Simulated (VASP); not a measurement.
# Sn (I4/mmm) in VASP: a series of runs

Sn is run at these levels: PBEsol+D3(BJ); tasks: single point.

Everything below comes from runs of VASP 6.6.1. Logs are shortened: lines on timing, memory, paths and dates and some standing lists are left out, and cuts for length are marked.

**1. The cell of the first run**

It takes space group I4/mmm (No. 139, tetragonal). Conventional cell: a = 3.789 Å, b = 3.789 Å, c = 3.221 Å, α = 90.00°, β = 90.00°, γ = 90.00°. Within 4.1 Å of Sn (site symmetry 4/mmm) lie 14 Sn at 3.13 to 3.79 Å.

**2. Single point, PBEsol+D3(BJ) (strain -0.1500 x Voigt [0, 0, 1, 0, 0, 0])**

Contents of INCAR:

```
ALGO = Fast
EDIFF = 1E-6
ENCUT = 520
GGA = PS
ISIF = 2
ISMEAR = 0
IVDW = 12
LASPH = True
LCHARG = False
LREAL = False
LWAVE = False
NBANDS = 13
NELM = 60
PREC = Accurate
SIGMA = 0.15
```

Contents of KPOINTS:

```
k-points
0
Gamma
  18 18 18
```

Contents of POSCAR:

```
Sn
1.0
   -1.8946518192      1.8946518192      1.6104540463
    1.8946518192     -1.8946518192      1.6104540463
    1.8946518192      1.8946518192     -1.6104540463
Sn
1
Direct
    0.0000000000      0.0000000000      0.0000000000
```

Potentials or basis: VASP PAW PBE potentials, release 64 (Sn_d).

Command:

```console
cat potpaw_PBE.64/Sn_d/POTCAR > POTCAR
mpirun -np 1 vasp_std > vasp.out
```

OUTCAR:

```text
EDIFF = 1E-6
   ENCUT = 520
   GGA = PS
   ISIF = 2
   ISMEAR = 0
   IVDW = 12
   LASPH = True
   LREAL = False
   NELM = 60
   PREC = Accurate
 IVDW          = 12

 ion  position               nearest neighbor table
   1  0.000  0.000  0.000-

  LATTYP: Found a body centered tetragonal cell.
 ALAT       =     3.7893036384
 C/A-ratio  =     0.8500000000

  Lattice vectors:

 A1 = (  -1.8946518192,   1.8946518192,   1.6104540463)
 A2 = (   1.8946518192,  -1.8946518192,   1.6104540463)
 A3 = (   1.8946518192,   1.8946518192,  -1.6104540463)

Analysis of symmetry for initial positions (statically):
=====================================================================
 Subroutine PRICEL returns:
 Original cell was already a primitive cell.

 Routine SETGRP: Setting up the symmetry group for a
 body centered tetragonal supercell.

 Subroutine GETGRP returns: Found 16 space group operations
 (whereof 16 operations were pure point group operations)
 out of a pool of 16 trial point group operations.

The static configuration has the point symmetry D_4h.

Analysis of symmetry for dynamics (positions and initial velocities):
=====================================================================
 Subroutine PRICEL returns:
 Original cell was already a primitive cell.

 Routine SETGRP: Setting up the symmetry group for a
 body centered tetragonal supercell.

 Subroutine GETGRP returns: Found 16 space group operations
 (whereof 16 operations were pure point group operations)
 out of a pool of 16 trial point group operations.

The dynamic configuration has the point symmetry D_4h.

 Subroutine INISYM returns: Found 16 space group operations
 (whereof 16 operations are pure point group operations),
 and found     1 'primitive' translations

----------------------------------------------------------------------------------------

                                     Primitive cell

  volume of cell :      23.1242

  direct lattice vectors                    reciprocal lattice vectors
    -1.894651819  1.894651819  1.610454046     0.000000000  0.263900731  0.310471448
     1.894651819 -1.894651819  1.610454046     0.263900731  0.000000000  0.310471448
     1.894651819  1.894651819 -1.610454046     0.263900731  0.263900731  0.000000000

  length of vectors
     3.126175502  3.126175502  3.126175502     0.407475295  0.407475295  0.373211993

  position of ions in fractional coordinates (direct lattice)
     0.000000000  0.000000000  0.000000000
[... 84 lines left out ...]
   POTIM  = 0.5000    time-step for ionic-motion
   TEBEG  =    0.0;   TEEND  =   0.0 temperature during run
   PSTRESS=    0.0 pullay stress
   NELECT =      14.0000    total number of electrons
   NUPDOWN=      -1.0000    fix difference up-down
   EMIN   =  10.00;   EMAX   =-10.00  energy-range for DOS
   EFERMI =   0.00;   METHOD = LEGACY
   ISMEAR =     0;   SIGMA  =   0.15  broadening in eV -4-tet -1-fermi 0-gaus
   EFERMI_NEDOS =   21; number of points for ismear=-14 and -15
   IALGO  =     68    algorithm
   IMIX   =      4    mixing-type and parameters
     AMIX     =   0.40;   BMIX     =  1.00
     AMIX_MAG =   1.60;   BMIX_MAG =  1.00
  volume/ion in A,a.u.               =      23.12       156.05
  Fermi-wavevector in a.u.,A,eV,Ry     =   1.384932  2.617142 26.096474  1.918037
  Thomas-Fermi vector in A             =   2.509390
   LORBIT       =      0    0 simple, 1 ext, 2 COOP (PROOUT), +10 PAW based schemes
   GGA     = PS    functional components
   LHFCALC =     F    Hartree Fock is set to
   AEXX    =    0.0000 exact exchange contribution
   IVDW    =    12    specifies the selected vdW correction
   LEPSILON=     F    determine dielectric tensor
   LRPA    =     F    only Hartree local field effects (RPA)
 non-spin polarized calculation
 RMM-DIIS sequential band-by-band and
 Gauss-broadening in eV      SIGMA  =   0.15
  energy-cutoff  :      520.00
  volume of cell :       23.12
 maximum number of plane-waves:       636
   NGX = 11   NGY = 11   NGZ = 11

 number of electron      14.0000003 magnetization

 Free energy of the ion-electron system (eV)
  ---------------------------------------------------
  ext. energy  EPLUGINS =         0.00000000
  ---------------------------------------------------
  free energy    TOTEN  =        -4.15368034 eV

  energy without entropy =       -4.14734433  energy(sigma->0) =       -4.15051234

 E-fermi :  10.0569     XC(G=0): -11.2811

 val. band max:       10.0521046522   @ k =  -0.4444  -0.4444   0.3333
 cond. band min:      10.0579823570   @ k =  -0.2778  -0.2778   0.2222
 fundamental gap:      0.0058777048
 Fermi energy:        10.0568696995

 k-point     1 :       0.0000    0.0000    0.0000
  band No.  band energies     occupation
      1     -11.5905      2.00000
      2     -11.4879      2.00000
      3     -11.4879      2.00000
      4     -11.4247      2.00000
      5     -11.2766      2.00000
      6      -2.3587      2.00000
      7      18.3182      0.00000
      8      18.3182      0.00000
      9      20.9661      0.00000
     10      21.7729      0.00000
     11      22.8679      0.00000
     12      22.8679      0.00000
     13      23.0809      0.00000
[... 354 lines left out ...]
  band No.  band energies     occupation
      1     -11.5732      2.00000
      2     -11.4893      2.00000
      3     -11.4156      2.00000
      4     -11.3867      2.00000
      5     -11.3042      2.00000
      6      -1.3365      2.00000
      7      14.6192      0.00000
      8      15.4942      0.00000
      9      17.0384      0.00000
     10      20.0177      0.00000
     11      21.6891      0.00000
     12      24.3199      0.00000
     13      25.1167      0.00000

 [... further k-points ...]

------------------------ aborting loop because EDIFF is reached ----------------------------------------

 Edisp (eV)   -0.46070

 E8    (eV) :    -0.3252

  FORCE on cell =-STRESS in cart. coord.  units (eV):
  Direction    XX          YY          ZZ          XY          YZ          ZX
  --------------------------------------------------------------------------------------
  -------------------------------------------------------------------------------------
  Total       0.84354     0.84354     1.08623     0.00000     0.00000     0.00000
  in kB      58.44501    58.44501    75.26014     0.00000     0.00000     0.00000
  external pressure =       64.05 kB  Pullay stress =        0.00 kB

 VOLUME and BASIS-vectors are now :
 -----------------------------------------------------------------------------
  energy-cutoff  :      520.00
  volume of cell :       23.12
      direct lattice vectors                 reciprocal lattice vectors
    -1.894651819  1.894651819  1.610454046     0.000000000  0.263900731  0.310471448
     1.894651819 -1.894651819  1.610454046     0.263900731  0.000000000  0.310471448
     1.894651819  1.894651819 -1.610454046     0.263900731  0.263900731  0.000000000

 POSITION                                       TOTAL-FORCE (eV/Angst)
 -----------------------------------------------------------------------------------
      0.00000      0.00000      0.00000        -0.000000      0.000000      0.000000
 -----------------------------------------------------------------------------------
    total drift:                                0.000000      0.000000     -0.000000

  FREE ENERGIE OF THE ION-ELECTRON SYSTEM (eV)
  ---------------------------------------------------
  free  energy   TOTEN  =        -4.6143843245 eV

  energy  without entropy=       -4.6080483179  energy(sigma->0) =       -4.61121632
```

stdout:

```text
POSCAR found type information on POSCAR Sn
 POSCAR found :  1 types and       1 ions
 scaLAPACK will be used
 -----------------------------------------------------------------------------
|                                                                             |
|                                                                             |
|     You enforced a specific xc type in the INCAR file but a different       |
|     I HOPE YOU KNOW WHAT YOU ARE DOING!                                     |
|                                                                             |
 -----------------------------------------------------------------------------

 LDA part: xc-table for (Slater+PW92), standard interpolation
 POSCAR, INCAR and KPOINTS ok, starting setup
 FFT: planning ... GRIDC
 FFT: planning ... GRID_SOFT
 FFT: planning ... GRID
 WAVECAR not read
 entering main loop
WARNING in EDDRMM: call to ZHEGV failed, returncode =   8  4     11
WARNING in EDDRMM: call to ZHEGV failed, returncode =   6  3     10
WARNING in EDDRMM: call to ZHEGV failed, returncode =   6  3     12
WARNING in EDDRMM: call to ZHEGV failed, returncode =   8  4     11
WARNING in EDDRMM: call to ZHEGV failed, returncode =   8  4     12
WARNING in EDDRMM: call to ZHEGV failed, returncode =   6  3     12
```

It took 1.8 min on 1 thread of Intel Xeon 8259CL, shared host; peak memory 0.25 GiB.

What came out:

| Quantity | Value |
| --- | --- |
| Free energy | -4.6144 eV |
| Pressure | 6.4 GPa |
| Band gap on the k mesh | zero (bands 7 and 8 overlap by 10.91 eV) |
| Dispersion energy per atom | -0.461 eV |

Stress tensor (GPa, compression positive):
```
5.84 0.00 0.00
0.00 5.84 0.00
0.00 0.00 7.53
```

Levels at points of the mesh, in eV from the Fermi level:
```csv
k point,band 4,band 5,band 6,band 7,band 8,band 9,band 10,band 11
"(0.00, 0.00, 0.00)",-21.48,-21.33,-12.42,8.26,8.26,10.91,11.72,12.81
"(0.50, 0.00, 0.00)",-21.31,-21.24,-6.06,-5.13,3.56,4.94,8.02,8.19
"(0.50, 0.50, 0.00)",-21.40,-21.26,-7.51,-5.65,6.16,8.27,11.13,11.17
"(0.50, 0.50, 0.50)",-21.29,-21.24,-2.38,-1.79,-1.79,2.00,2.99,5.84
```

Caveat: the cell differs from its parent crystal (strain -0.1500 x Voigt [0, 0, 1, 0, 0, 0]); the cell stands under pressure; the PAW data sets were made with another functional, which shifts forces and pressure a little; spin-orbit coupling is left out, which moves the levels of the heavy elements.

**3. Single point, PBEsol+D3(BJ) (strain -0.1125 x Voigt [0, 0, 1, 0, 0, 0])**

Contents of INCAR:

```
  ALGO = Fast
  EDIFF = 1E-6
  ENCUT = 520
  GGA = PS
  ISIF = 2
  ISMEAR = 0
  IVDW = 12
  LASPH = True
  LCHARG = True
  LELF = True
  LREAL = False
  LVHAR = True
  LWAVE = False
  NBANDS = 13
  NELM = 100
  PREC = Accurate
  SIGMA = 0.15
```

KPOINTS is that of step 2.

Contents of POSCAR:

```
Sn
1.0
   -1.8946518192      1.8946518192      1.6815034895
    1.8946518192     -1.8946518192      1.6815034895
    1.8946518192      1.8946518192     -1.6815034895
Sn
1
Direct
    0.0000000000      0.0000000000      0.0000000000
```

Potentials or basis: VASP PAW PBE potentials, release 64 (Sn_d).

Command:

```console
cat potpaw_PBE.64/Sn_d/POTCAR > POTCAR
mpirun -np 1 vasp_std > vasp.out
```

Wall time 3 min (1 thread of Intel Xeon 8259CL, shared host); peak memory 0.26 GiB.

The run converged. Its results:

```
Free energy                : -4.6468 eV
Pressure                   : 2.6 GPa
Band gap on the k mesh     : zero (bands 7 and 8 overlap by 10.99 eV)
Dispersion energy per atom : -0.441 eV
```

Stress tensor (GPa, compression positive):
```
2.52 0.00 0.00
0.00 2.52 0.00
0.00 0.00 2.61
```

Levels at points of the mesh, in eV from the Fermi level:
```csv
k point,band 3,band 4,band 5,band 6,band 7,band 8,band 9,band 10,band 11,band 12
"(0.00, 0.00, 0.00)",-21.53,-21.42,-21.33,-12.05,8.36,8.36,9.93,11.98,12.38,12.38
"(0.50, 0.00, 0.00)",-21.38,-21.32,-21.24,-6.21,-4.95,3.54,5.07,8.05,8.08,15.10
"(0.50, 0.50, 0.00)",-21.43,-21.38,-21.26,-7.20,-5.32,5.32,7.42,10.15,10.26,13.74
"(0.50, 0.50, 0.50)",-21.28,-21.28,-21.25,-2.26,-1.43,-1.43,1.19,3.21,5.03,19.10
```

Caveat: the cell differs from its parent crystal (strain -0.1125 x Voigt [0, 0, 1, 0, 0, 0]); the PAW data sets were made with another functional, which shifts forces and pressure a little; spin-orbit coupling is left out, which moves the levels of the heavy elements.
